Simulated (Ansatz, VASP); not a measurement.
One calculation of Ti2Al6H, two programs

File INCAR:

```
ALGO = Normal
DIPOL = 0.5 0.5 0.311
EDIFF = 1E-6
ENCUT = 520
GGA = PE
IDIPOL = 3
ISIF = 2
ISMEAR = 0
IVDW = 12
LASPH = True
LCHARG = True
LDIPOL = True
LELF = True
LREAL = False
LVACPOTAV = True
LVHAR = True
LWAVE = False
NBANDS = 32
NELM = 80
PREC = Accurate
SIGMA = 0.1
```

Contents of KPOINTS:

```
k-points
0
Gamma
  6 6 1
```

Contents of POSCAR:

```
Ti2Al6H
1.0
    5.0241861190      0.0000000000      0.0000000000
    2.1588814530      4.5367033218      0.0000000000
    0.0000000000      0.0000000000     21.2187109014
Al Ti H
6 2 1
Direct
    0.5000000000      0.0000000000      0.1885128658
    0.0000000000      0.5000000000      0.1885128658
    0.0000000000      0.0000000000      0.2517328341
    0.0000000000      0.5000000000      0.3193548961
    0.5000000000      0.0000000000      0.3193548961
    0.5000000000      0.5000000000      0.3826203646
    0.5000000000      0.5000000000      0.2517328341
    0.0000000000      0.0000000000      0.3797002555
    0.6666666667      1.3333333333      0.5145793706
```

Input for Ansatz:

```yaml
crystal:
  lattice:
    - [5.024186119, 0.0, 0.0]
    - [2.158881453, 4.5367033218, 0.0]
    - [0.0, 0.0, 21.2187109014]
  atoms:
    - { symbol: Al, position: [0.5, 0.0, 0.1885128658] }
    - { symbol: Al, position: [0.0, 0.5, 0.1885128658] }
    - { symbol: Ti, position: [0.5, 0.5, 0.2517328341] }
    - { symbol: Al, position: [0.0, 0.0, 0.2517328341] }
    - { symbol: Al, position: [0.0, 0.5, 0.3193548961] }
    - { symbol: Al, position: [0.5, 0.0, 0.3193548961] }
    - { symbol: Ti, position: [0.0, 0.0, 0.3797002555] }
    - { symbol: Al, position: [0.5, 0.5, 0.3826203646] }
    - { symbol: H, position: [0.6666666667, 1.3333333333, 0.5145793706] }
basis:
  ecutwfc: 420
kpoints:
  mp_grid: { grid: [6, 6, 1] }
hamiltonian:
  xc: pbe
  pseudopotentials: { kind: paw, azcp: { folder: soft_1 } }
  dispersion: d3bj
scf:
  occupations: { method: gaussian, width: 0.1 }
output:
  forces: true
  eigenvalues: true
efield:
  axis: 3
  dipole_correction: true
  ramp_width: 0.04
```

Alike in both runs: task single point; functional PBE; dispersion D3(BJ); k mesh 6 × 6 × 1; occupations gaussian, width 0.1 eV; no spin polarisation.

|  | VASP | Ansatz |
| --- | --- | --- |
| version | VASP 6.6.1 | Ansatz 0.2.0 |
| potentials or method | VASP PAW PBE potentials, release 64 (Al, Ti_sv, H), cutoff 520 eV | scalar-relativistic, plane waves, PAW |
| valence electrons in the cell | 43 | 43 |

```csv
,VASP,Ansatz,Ansatz less VASP
gap on the k mesh at the Fermi level (eV),none,none,-
rms of the force components (eV/Å),0.388,0.388,0.0000
"work function, face that differs most (eV)",4.17,4.17,-0.003
```

A gap of «none» marks a metal or a gap that the smearing closes.
